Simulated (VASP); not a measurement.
# C (Fd-3m) in VASP: settings compared

Aim: see how the results for C move with the level of theory and the settings. Levels: PBE, r2SCAN. Tasks: G0W0 quasiparticle levels.

Program: VASP 6.6.1. These are calculated values, not measurements. Logs are shortened: lines on timing, memory, paths and dates and some standing lists are left out, and cuts for length are marked.

### 1 The cell of the first run

It takes space group Fd-3m (No. 227, cubic). Conventional cell: a = 3.560 Å, b = 3.560 Å, c = 3.560 Å, α = 90.00°, β = 90.00°, γ = 90.00°. C (site symmetry -43m) has 4 C at 1.54 Å within 2.1 Å.

### 2 G0W0 quasiparticle levels, PBE

POSCAR

```
C
1.0
    0.0000000000      1.7801241434      1.7801241434
    1.7801241434      0.0000000000      1.7801241434
    1.7801241434      1.7801241434      0.0000000000
C
2
Direct
    0.0000000000      0.0000000000      0.0000000000
    0.2500000000      0.2500000000      0.2500000000
```

INCAR.step1

```
SYSTEM = C
PREC = Accurate
ENCUT = 500
EDIFF = 1E-8
ISMEAR = 0
SIGMA = 0.01
LREAL = .False.
LASPH = .True.
NELM = 80
ALGO = Normal
LWAVE = .True.
LCHARG = .False.
GGA = PE
```

INCAR.step2

```
SYSTEM = C
PREC = Accurate
ENCUT = 500
EDIFF = 1E-8
ISMEAR = 0
SIGMA = 0.01
LREAL = .False.
LASPH = .True.
NELM = 1
ALGO = Exact
LWAVE = .True.
LCHARG = .False.
GGA = PE
NBANDS = 46
LOPTICS = .True.
ISTART = 1
```

INCAR.step3

```
SYSTEM = C
PREC = Accurate
ENCUT = 500
EDIFF = 1E-8
ISMEAR = 0
SIGMA = 0.01
LREAL = .False.
LASPH = .True.
ALGO = EVGW0
LWAVE = .False.
LCHARG = .False.
GGA = PE
NELMGW = 1
NBANDS = 46
ENCUTGW = 140.0
NOMEGA = 48
PRECFOCK = Fast
ISTART = 1
NBANDSGW = 12
```

KPOINTS

```
regular mesh
0
Gamma
  6 6 6
  0 0 0
```

Potentials or basis: VASP PAW PBE potentials, release 64 (C_GW).

Launch:

```sh
$ cat potpaw_PBE.64/C_GW/POTCAR > POTCAR
$ cp INCAR.step1 INCAR
$ mpirun -np 1 vasp_std > vasp.out
$ cp INCAR.step2 INCAR
$ mpirun -np 1 vasp_std > vasp.out
$ cp INCAR.step3 INCAR
$ mpirun -np 1 vasp_std > vasp.out
```

OUTCAR:

```text
SYSTEM = C
   PREC = Accurate
   ENCUT = 500
   EDIFF = 1E-8
   ISMEAR = 0
   LREAL = .False.
   LASPH = .True.
   GGA = PE
   NELMGW = 1
   ENCUTGW = 140.0
   PRECFOCK = Fast
   ISTART = 1

 ion  position               nearest neighbor table
   1  0.000  0.000  0.000-   2 1.54   2 1.54   2 1.54   2 1.54
   2  0.250  0.250  0.250-   1 1.54   1 1.54   1 1.54   1 1.54

  LATTYP: Found a face centered cubic cell.
 ALAT       =     3.5602482868

  Lattice vectors:

 A1 = (   0.0000000000,   1.7801241434,   1.7801241434)
 A2 = (   1.7801241434,   0.0000000000,   1.7801241434)
 A3 = (   1.7801241434,   1.7801241434,   0.0000000000)

Analysis of symmetry for initial positions (statically):
=====================================================================
 Subroutine PRICEL returns:
 Original cell was already a primitive cell.

 Routine SETGRP: Setting up the symmetry group for a
 face centered cubic supercell.

 Subroutine GETGRP returns: Found 48 space group operations
 (whereof 24 operations were pure point group operations)
 out of a pool of 48 trial point group operations.

The static configuration has the point symmetry T_d .
 The point group associated with its full space group is O_h .

Analysis of symmetry for dynamics (positions and initial velocities):
=====================================================================
 Subroutine PRICEL returns:
 Original cell was already a primitive cell.

 Routine SETGRP: Setting up the symmetry group for a
 face centered cubic supercell.

 Subroutine GETGRP returns: Found 48 space group operations
 (whereof 24 operations were pure point group operations)
 out of a pool of 48 trial point group operations.

The dynamic configuration has the point symmetry T_d .
 The point group associated with its full space group is O_h .

 Subroutine INISYM returns: Found 48 space group operations
 (whereof 24 operations are pure point group operations),
 and found     1 'primitive' translations

----------------------------------------------------------------------------------------

                                     Primitive cell

  volume of cell :      11.2819

  direct lattice vectors                    reciprocal lattice vectors
     0.000000000  1.780124143  1.780124143    -0.280879287  0.280879287  0.280879287
     1.780124143  0.000000000  1.780124143     0.280879287 -0.280879287  0.280879287
     1.780124143  1.780124143  0.000000000     0.280879287  0.280879287 -0.280879287

  length of vectors
     2.517475706  2.517475706  2.517475706     0.486497196  0.486497196  0.486497196

  position of ions in fractional coordinates (direct lattice)
     0.000000000  0.000000000  0.000000000
     0.250000000  0.250000000  0.250000000

  ion indices of the primitive-cell ions
   primitive index   ion index
                 1           1
                 2           2

----------------------------------------------------------------------------------------

 KPOINTS: regular mesh

Automatic generation of k-mesh.
 Grid dimensions read from file:
 generate k-points for:    6    6    6

 Generating k-lattice:

  Cartesian coordinates                     Fractional coordinates (reciprocal lattice)
    -0.046813214  0.046813214  0.046813214     0.166666667  0.000000000  0.000000000
     0.046813214 -0.046813214  0.046813214     0.000000000  0.166666667  0.000000000
     0.046813214  0.046813214 -0.046813214     0.000000000  0.000000000  0.166666667

  Length of vectors
     0.081082866  0.081082866  0.081082866

  Shift w.r.t. Gamma in fractional coordinates (k-lattice)
     0.000000000  0.000000000  0.000000000

 Subroutine IBZKPT returns following result:
 ===========================================

 Found     16 irreducible k-points:

 Following reciprocal coordinates:
            Coordinates               Weight
  0.000000  0.000000  0.000000      1.000000
  0.166667  0.000000  0.000000      8.000000
  0.333333  0.000000  0.000000      8.000000
  0.500000  0.000000  0.000000      4.000000
  0.166667  0.166667  0.000000      6.000000
  0.333333  0.166667  0.000000     24.000000
[... 8 lines left out ...]
 -0.333333  0.333333  0.166667     24.000000
 -0.333333  0.500000  0.166667     12.000000
   k-points           NKPTS =     16   k-points in BZ     NKDIM =    216   number of bands    NBANDS=     46
   number of dos      NEDOS =    301   number of ions     NIONS =      2
   total plane-waves  NPLWV =   5832
   dimension x,y,z NGX =    18 NGY =   18 NGZ =   18
   dimension x,y,z NGXF=    36 NGYF=   36 NGZF=   36
   ions per type =               2
   NGX,Y,Z   is equivalent  to a cutoff of  11.89, 11.89, 11.89 a.u.
   NGXF,Y,Z  is equivalent  to a cutoff of  23.77, 23.77, 23.77 a.u.
 SYSTEM =  C
   PREC   = accura    normal or accurate (medium, high low for compatibility)
   ISTART =      1    job   : 0-new  1-cont  2-samecut
   ICHARG =      0    charge: 1-file 2-atom 10-const
   ISPIN  =      1    spin polarized calculation?
   LNONCOLLINEAR =      F non collinear calculations
   LSORBIT =      F    spin-orbit coupling
   LASPH  =      T    aspherical Exc in radial PAW
   ENCUT  =  500.0 eV  36.75 Ry    6.06 a.u.   4.59  4.59  4.59*2*pi/ulx,y,z
   NELM   =     60;   NELMIN=  2; NELMDL=  0     # of ELM steps
   EDIFF  = 0.1E-07   stopping-criterion for ELM
   LREAL  =      F    real-space projection
   EDIFFG = 0.1E-06   stopping-criterion for IOM
   NSW    =      0    number of steps for IOM
   IBRION =     -1    ionic relax: 0-MD 1-quasi-New 2-CG
   NFREE  =      0    steps in history (QN), initial steepest desc. (CG)
   ISIF   =      0    stress and relaxation
   ISYM   =      3    0-nonsym 1-usesym 2-fastsym
   POTIM  = 0.5000    time-step for ionic-motion
   TEBEG  =    0.0;   TEEND  =   0.0 temperature during run
   PSTRESS=    0.0 pullay stress
   NELECT =       8.0000    total number of electrons
   NUPDOWN=      -1.0000    fix difference up-down
   EMIN   =  10.00;   EMAX   =-10.00  energy-range for DOS
   EFERMI =   0.00;   METHOD = LEGACY
   ISMEAR =     0;   SIGMA  =   0.01  broadening in eV -4-tet -1-fermi 0-gaus
   EFERMI_NEDOS =   21; number of points for ismear=-14 and -15
   IALGO  =     38    algorithm
   IMIX   =      4    mixing-type and parameters
     AMIX     =   0.40;   BMIX     =  1.00
     AMIX_MAG =   1.60;   BMIX_MAG =  1.00
  volume/ion in A,a.u.               =       5.64        38.07
  Fermi-wavevector in a.u.,A,eV,Ry     =   1.459860  2.758735 28.996616  2.131191
  Thomas-Fermi vector in A             =   2.576377
   LORBIT       =      0    0 simple, 1 ext, 2 COOP (PROOUT), +10 PAW based schemes
   GGA     = PE    functional components
   LHFCALC =     T    Hartree Fock is set to
   PRECFOCK=fast      Normal, Fast or Accurate (Low or Medium for compatibility)
   ENCUT4O =  -1.0   cutoff for four orbital integrals eV
   NKREDX  =     1    reduce k-point grid by
   NKREDY  =     1    reduce k-point grid by
   NKREDZ  =     1    reduce k-point grid by
   AEXX    =    1.0000 exact exchange contribution
   HFSCREEN=    0.0000 screening length (either q_TF or 0.3 A-1)
   HFSCREENC=   0.0000 screening length for correlation (either q_TF or 0.3 A-1)
   ENCUTFOCK=  -1.0 apply spherical cutoff to Coloumb kernel
   IVDW    =     0    specifies the selected vdW correction
   LEPSILON=     F    determine dielectric tensor
   LRPA    =     F    only Hartree local field effects (RPA)
   LRPAFORCE           =     F    calculate RPA forces
   ENCUTGW             = 140.0    cutoff for response function in eV
   ENCUTGWSOFT         = 112.0    soft cutoff for Coulomb kernel in GW response function in eV
   ENCUTLF             =  -1.0    cutoff for local field effects
   NELMGW              =     1    number of iterations in solving QP/BSE equation
   NELMHF              =     1    number of iterations in the inner HF iteration
   NKREDLFX            =     1    NKREDLFY  =   1   NKREDLFZ  =   1
 non-spin polarized calculation
 Gauss-broadening in eV      SIGMA  =   0.01
  energy-cutoff  :      500.00
  volume of cell :       11.28
 maximum number of plane-waves:       302
  NGX = 12; NGY = 12; NGZ = 12
   NGX =  9   NGY =  9   NGZ =  9
 maximum number of plane-waves:        51

 QP shifts <psi_nk| G(iteration)W_0 |psi_nk>: iteration 1
 for sc-GW calculations column KS-energies equals QP-energies in previous step
 and V_xc(KS)=  KS-energies - (<T + V_ion + V_H > + <T+V_H+V_ion>^1  + <V_x>^1)

 k-point   1 :       0.0000    0.0000    0.0000
  band No.  KS-energies  QP-energies   sigma(KS)   V_xc(KS)     V^pw_x(r,r')   Z            occupation Imag(sigma)

      1     -11.7046     -13.2881     -16.8864     -14.7920     -25.4559       0.7561       2.0000       1.4730
      2       9.8438       9.3850     -17.3694     -16.8145     -19.2155       0.8266       2.0000       0.0763
      3       9.8438       9.3850     -17.3694     -16.8145     -19.2155       0.8266       2.0000       0.0763
      4       9.8438       9.3850     -17.3694     -16.8145     -19.2155       0.8266       2.0000       0.0763
      5      15.4505      16.6658     -14.0604     -15.5365      -9.3291       0.8233       0.0000      -0.1091
      6      15.4505      16.6658     -14.0604     -15.5365      -9.3291       0.8233       0.0000      -0.1091
      7      15.4505      16.6658     -14.0604     -15.5365      -9.3291       0.8233       0.0000      -0.1091
      8      23.2911      24.4667     -14.8651     -16.3841      -7.7685       0.7740       0.0000      -0.2607
      9      29.2089      29.6422     -11.3562     -11.8925      -4.3427       0.8080       0.0000      -0.4158
     10      36.4414      37.6321     -12.4752     -13.9081      -5.9182       0.8310       0.0000      -0.5955
     11      36.4414      37.6321     -12.4752     -13.9081      -5.9182       0.8310       0.0000      -0.5955
     12      37.4454      38.1447     -10.6960     -11.5373      -3.2737       0.8313       0.0000      -1.0766

 k-point   2 :       0.1667    0.0000    0.0000
  band No.  KS-energies  QP-energies   sigma(KS)   V_xc(KS)     V^pw_x(r,r')   Z            occupation Imag(sigma)

      1     -10.9354     -12.4816     -16.8843     -14.8460     -25.2626       0.7586       2.0000       1.3752
      2       6.0702       5.2998     -17.0066     -16.0589     -19.8046       0.8128       2.0000       0.1147
      3       8.8141       8.2902     -17.2220     -16.5865     -19.2997       0.8246       2.0000       0.0844
      4       8.8141       8.2902     -17.2220     -16.5865     -19.2997       0.8246       2.0000       0.0844
      5      16.8001      18.0900     -14.1709     -15.7478      -9.0974       0.8180       0.0000      -0.1233
      6      16.8001      18.0900     -14.1709     -15.7478      -9.0974       0.8180       0.0000      -0.1233
      7      17.2735      18.4520     -14.3136     -15.7560      -9.2050       0.8171       0.0000      -0.1270
      8      23.9174      25.1587     -14.5486     -16.1591      -7.3154       0.7708       0.0000      -0.2800
      9      30.2023      30.8043     -11.6158     -12.3664      -4.3228       0.8019       0.0000      -0.4729
     10      32.7047      33.5664     -11.6440     -12.6809      -5.1245       0.8310       0.0000      -0.5153
     11      32.7047      33.5664     -11.6440     -12.6809      -5.1245       0.8310       0.0000      -0.5153
     12      35.7687      36.3234     -11.0443     -11.7241      -3.4788       0.8159       0.0000      -0.8489
[... 196 lines left out ...]
      1      -4.1183      -5.4378     -17.5328     -15.7878     -24.0787       0.7561       2.0000       0.5675
      2      -1.9191      -3.1285     -16.7305     -15.1483     -22.1484       0.7644       2.0000       0.3577
      3       1.9868       0.9251     -16.8603     -15.5157     -20.9456       0.7895       2.0000       0.1918
      4       3.8829       2.9685     -16.6423     -15.5065     -20.0087       0.8050       2.0000       0.1425
      5      18.6585      19.6813     -12.9302     -14.1743      -7.4427       0.8221       0.0000      -0.1419
      6      19.9283      21.1462     -13.8153     -15.3233      -7.8532       0.8076       0.0000      -0.1695
      7      23.6651      25.1343     -14.3271     -16.2171      -7.1322       0.7773       0.0000      -0.2766
      8      23.9098      25.3489     -14.0997     -15.9506      -6.8763       0.7775       0.0000      -0.2853
      9      28.0525      29.1026     -12.6447     -13.9450      -5.9150       0.8076       0.0000      -0.3452
     10      33.3375      34.7186     -13.7664     -15.5434      -5.2234       0.7772       0.0000      -0.7776
     11      37.2403      38.3111     -12.2888     -13.6156      -4.5610       0.8071       0.0000      -0.8746
     12      41.0283      41.8198     -11.4343     -12.4008      -3.7394       0.8190       0.0000      -1.0905

 k-point  16 :      -0.3333    0.5000    0.1667
  band No.  KS-energies  QP-energies   sigma(KS)   V_xc(KS)     V^pw_x(r,r')   Z            occupation Imag(sigma)

      1      -2.4120      -3.6798     -17.4689     -15.8009     -23.3944       0.7600       2.0000       0.4191
      2      -2.4120      -3.6798     -17.4689     -15.8009     -23.3944       0.7600       2.0000       0.4191
      3       1.9896       0.9658     -16.4169     -15.1269     -20.2840       0.7937       2.0000       0.1798
      4       1.9896       0.9658     -16.4169     -15.1269     -20.2840       0.7937       2.0000       0.1798
      5      18.0912      19.0553     -13.0798     -14.2519      -7.6327       0.8226       0.0000      -0.1406
      6      18.0912      19.0553     -13.0798     -14.2519      -7.6327       0.8226       0.0000      -0.1406
      7      24.4266      25.9361     -14.3045     -16.2511      -6.9648       0.7754       0.0000      -0.2999
      8      24.4266      25.9361     -14.3045     -16.2511      -6.9648       0.7754       0.0000      -0.2999
      9      31.6282      32.9616     -13.5833     -15.2864      -5.4953       0.7829       0.0000      -0.6280
     10      31.6282      32.9616     -13.5833     -15.2864      -5.4953       0.7829       0.0000      -0.6280
     11      40.6171      41.6562     -12.1296     -13.4156      -4.2605       0.8080       0.0000      -1.0686
     12      40.6171      41.6562     -12.1296     -13.4156      -4.2605       0.8080       0.0000      -1.0686
```

Run time: 46 s. Hardware: 1 thread of Intel Xeon Platinum 8259CL at 2.50GHz (Skylake/Cascade Lake), shared host; peak memory 0.19 GiB.

What came out:

```yaml
Band_gap_on_the_k_mesh_mean-field_level: 4.17 eV, indirect (least direct gap 5.61 eV)
Quasiparticle_gap: 5.42 eV
Least_direct_quasiparticle_gap: 7.28 eV
```

Levels at points of the mesh, in eV from the valence-band top:
| k point | band 1 | band 2 | band 3 | band 4 | band 5 | band 6 | band 7 | band 8 |
| --- | --- | --- | --- | --- | --- | --- | --- | --- |
| (0.00, 0.00, 0.00) | -21.55 | 0.00 | 0.00 | 0.00 | 5.61 | 5.61 | 5.61 | 13.45 |
| (0.50, 0.00, 0.00) | -15.74 | -13.44 | -2.81 | -2.81 | 8.48 | 8.48 | 8.92 | 15.75 |
| (0.50, 0.50, 0.00) | -12.81 | -12.81 | -6.33 | -6.33 | 4.77 | 4.77 | 16.90 | 16.90 |

Caveat: the k points lie up to 0.51 Å⁻¹ apart; bands, screening cutoff and mesh are small and nothing is extrapolated, so the quasiparticle values aren't converged.

(Continued in part 2 of 2.)
